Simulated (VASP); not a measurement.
**CaO: single point with PBE**

The system is CaO.

```
Ca O
1.0
    -0.10129    2.39216    2.39216
     2.39216   -0.10129    2.39216
     2.39216    2.39216   -0.10129
Ca O
1 1
Direct
  0.00000 0.00000 0.00000
  0.50000 0.50000 0.50000
```

This cell differs from its parent crystal: epitaxial 111 strain +4.0%.

- Program: VASP 6.6.1
- Task: single point
- Functional: PBE
- Potentials or basis: VASP PAW PBE potentials, release 64 (Ca_sv, O)
- Cutoff: 520 eV
- k mesh: 10 × 10 × 10
- Occupations: fermi-dirac, width 0.02 eV
- Spin: no spin polarisation
- Dipole correction: no
- Further INCAR settings: ALGO = Normal; EDIFF = 1e-06; NBANDS = 15

```
Pressure               : -2.9 GPa
Band gap on the k mesh : 3.49 eV, indirect (least direct gap 3.90 eV)
```

Stress tensor (GPa, compression positive):
```
-2.87  2.77  2.77
 2.77 -2.87  2.77
 2.77  2.77 -2.87
```

Levels at points of the mesh, in eV from the valence-band top:
| k point | band 5 | band 6 | band 7 | band 8 | band 9 | band 10 | band 11 | band 12 |
| --- | --- | --- | --- | --- | --- | --- | --- | --- |
| (0.00, 0.00, 0.00) | -15.58 | -0.19 | -0.19 | 0.00 | 4.15 | 5.72 | 5.72 | 6.40 |
| (0.50, 0.00, 0.00) | -14.57 | -2.68 | -1.31 | -1.03 | 6.54 | 7.59 | 8.01 | 8.20 |
| (0.50, 0.50, 0.00) | -15.33 | -1.46 | -0.61 | -0.41 | 3.49 | 7.49 | 8.43 | 8.99 |
| (0.50, 0.50, 0.50) | -14.58 | -2.63 | -1.44 | -1.44 | 6.77 | 7.99 | 8.16 | 8.16 |

Run time: 45 s on 1 thread of Intel(R) Xeon(R) Platinum 8375C CPU @ 2.90GHz (Ice Lake), on a shared host, peak memory 0.18 GiB.

Caveat: the cell differs from its parent crystal (epitaxial 111 strain +4.0%). A k mesh can miss the band edges.
